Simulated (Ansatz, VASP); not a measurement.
**N in VASP and in Ansatz**

```
N
1.0
     7.03385    0.00000    0.00000
     0.00000    7.03385    0.00000
     0.00000    0.00000    7.03385
N
12
Cartesian
  6.4786 6.5932 1.5153
  6.2597 7.0215 0.5227
  4.7515 2.9233 3.7566
  4.7557 2.2390 2.8902
  0.1217 4.3962 5.6118
  -0.0053 5.0976 4.7704
  2.9711 6.3305 2.2000
  2.7160 5.4092 2.7492
  3.0142 6.5777 6.0155
  3.0674 7.6112 5.6358
  1.2796 2.5011 1.9208
  1.7868 2.6715 0.9548
```

Alike in both runs: functional PBE; k mesh 1 × 1 × 1; occupations fermi-dirac, width 0.05 eV; no spin polarisation.

Ansatz relaxed the structure, and its values are those at the end. VASP's run is a single point on that final structure, the one shown.

```csv
,VASP,Ansatz
version,VASP 6.6.1,Ansatz 0.2.0
potentials or method,"VASP PAW PBE potentials, release 64 (N), cutoff 520 eV","scalar-relativistic, plane waves, PAW"
valence electrons in the cell,60,60
```

|  | VASP | Ansatz | Ansatz less VASP |
| --- | --- | --- | --- |
| rms of the force components (eV/Å) | 0.890 | 0.116 | -0.7736 |

One of these differences is far larger than is usual between the two programs; its cause wasn't traced. With one functional, cell and mesh, what is left measures potentials, basis and numerics.

Noted on VASP's run: the standard files for N, O and F lose accuracy on very short bonds.
